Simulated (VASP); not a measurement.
Input of a VASP 6.6.1 run:

INCAR

```
PREC     = Accurate       # precision mode
ENCUT    = 520            # plane-wave cutoff, eV
EDIFF    = 1E-6           # SCF threshold, eV
ISMEAR   = -1             # smearing method
SIGMA    = 0.05           # smearing width, eV
LREAL    = Auto         
LASPH    = T              # aspherical terms in the spheres
NELM     = 100            # most SCF steps
ALGO     = Normal         # electronic algorithm
ISIF     = 2              # what is computed and relaxed
LWAVE    = F              # write WAVECAR
LCHARG   = F              # write CHGCAR
GGA      = PS             # functional
NBANDS   = 98             # bands
```

Contents of KPOINTS:

```
Automatic mesh
0
Gamma
  1 1 1
```

POSCAR

```
H2CO2
1.0
    7.6834750000      0.0000000000      0.0000000000
    0.0000000000      7.6834750000      0.0000000000
    0.0000000000      0.0000000000      7.6834750000
O C H
16 8 16
Direct
    0.9038228145      0.8238069363      0.8574245377
    1.1389508003      0.9627544828      0.7498299923
    0.7690140203      0.8343880861      0.5497902967
    0.7691181399      1.1279401573      0.5456775743
    0.1445960324      0.4081746866      0.0648664829
    0.2525940411      0.6770634381      0.0337607658
    0.2491711107      0.7637559828      0.5221855996
    0.0443809604      0.8812679159      0.3514685738
    0.2177920798      0.4203566746      0.6016808801
    0.0559902909      0.4828414227      0.3716807825
    0.4640087981      0.1735152389      0.2673269582
    0.7302294860      0.2195621122      0.1487477997
    0.6189126665      0.3928300671      0.6955056143
    0.8618756487      0.5249057230      0.7712005310
    0.5241248263      0.8786519121      0.0860417975
    0.7050846134      0.6482613661      0.1379844406
    0.9978557879      0.9626113184      0.8362752531
    0.6975880054      0.9867149955      0.5708224469
    0.2468674656      0.5216259570     -0.0088761921
    0.1789424707      0.7983236752      0.3695723615
    0.1062019464      0.3803877803      0.4826461985
    0.6119366563      0.2640862370      0.2412189797
    0.7045770306      0.5285499074      0.7497649176
    0.6837401046      0.8043105496      0.1318674168
    0.9103433017      0.6935143278      0.7978030774
    0.9645505452      1.0826481507      0.9030028730
    0.8838578898      0.8506307367      0.4775703702
    0.5629744354      0.9830708111      0.6239494500
    0.0747578407      0.4553018003      0.1707821005
    0.3397551238      0.4507205399     -0.1030653448
    0.1864000338      0.8289087945      0.6315501775
    0.2593097524      0.7553873736      0.2585288558
    0.2563033003      0.5435561383      0.5767963064
    0.0574479646      0.2410237555      0.4869020853
    0.4802904936      0.0682373535      0.1909682793
    0.6169604248      0.3847087418      0.3148184903
    0.6937225669      0.2964023440      0.6476626787
    0.6164137971      0.6398537120      0.7748837603
    0.4291808069      0.7882370932      0.0603242673
    0.7829009660      0.8910161092      0.1893674412
```

Potentials or basis: VASP PAW PBE potentials, release 64 (O, C, H).

The run is started by

```bash
$ cat potpaw_PBE.64/O/POTCAR potpaw_PBE.64/C/POTCAR potpaw_PBE.64/H/POTCAR > POTCAR
$ mpirun -np 1 vasp_gam > vasp.out
```

(1) Predict the band gap on the k mesh.

(2) Estimate the pressure.

(3) Estimate the largest force.

## Answers

(1) 4.02 eV.

(2) 0.8 GPa.

(3) 3.189 eV/Å.

Caveat: the k points lie up to 0.82 Å⁻¹ apart; the PAW data sets were made with another functional, which shifts forces and pressure a little.
